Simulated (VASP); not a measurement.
Set up this calculation in VASP 6.6.1, as the native input.

- Task: single point
- Functional: LDA
- Potentials or basis: VASP PAW LDA potentials, release 64 (Re_sv_GW)
- Cutoff: 560 eV
- k mesh: 11 × 11 × 3
- Occupations: fermi-dirac, width 0.05 eV
- Spin: no spin polarisation
- Dipole correction: no
- Further INCAR settings: ALGO = Normal; EDIFF = 1e-06; NBANDS = 38

The structure of Re lies in POSCAR:

```
Re
1.0
    2.7362400034      0.0000000000      0.0000000000
   -1.3681200017      2.3696533538      0.0000000000
    0.0000000000      0.0000000000      8.8365911334
Re
4
Direct
    0.6666666667      0.3333333333      0.7500000000
    0.0000000000      0.0000000000      0.5000000000
    0.3333333333      0.6666666667      0.2500000000
    0.0000000000      0.0000000000      0.0000000000
```

These files were run (other wordings do the same):

INCAR

```
SYSTEM = Re
PREC = Accurate
ENCUT = 560
EDIFF = 1E-6
ISMEAR = -1
SIGMA = 0.05
LREAL = .FALSE.
LASPH = .TRUE.
NELM = 120
ALGO = Normal
ISIF = 2
LWAVE = .FALSE.
LCHARG = .FALSE.
NBANDS = 38
GGA_COMPAT = .FALSE.
```

KPOINTS

```
Automatic mesh
0
G
  11 11 3
  0 0 0
```

Potentials or basis: VASP PAW LDA potentials, release 64 (Re_sv_GW).

Run with:

```bash
$ cat potpaw_LDA.64/Re_sv_GW/POTCAR > POTCAR
$ mpirun -np 1 vasp_std > vasp.out
```

Results of the run:

```yaml
Pressure: 0.0 GPa
Band_gap_on_the_k_mesh: zero (bands 30 and 31 overlap by 2.60 eV)
```

Caveat: spin-orbit coupling is left out, which moves the levels of the heavy elements.

Wall time 85 s on 1 thread of Intel(R) Xeon(R) Platinum 8259CL CPU @ 2.50GHz (Skylake/Cascade Lake), on a shared host, peak memory 0.19 GiB.
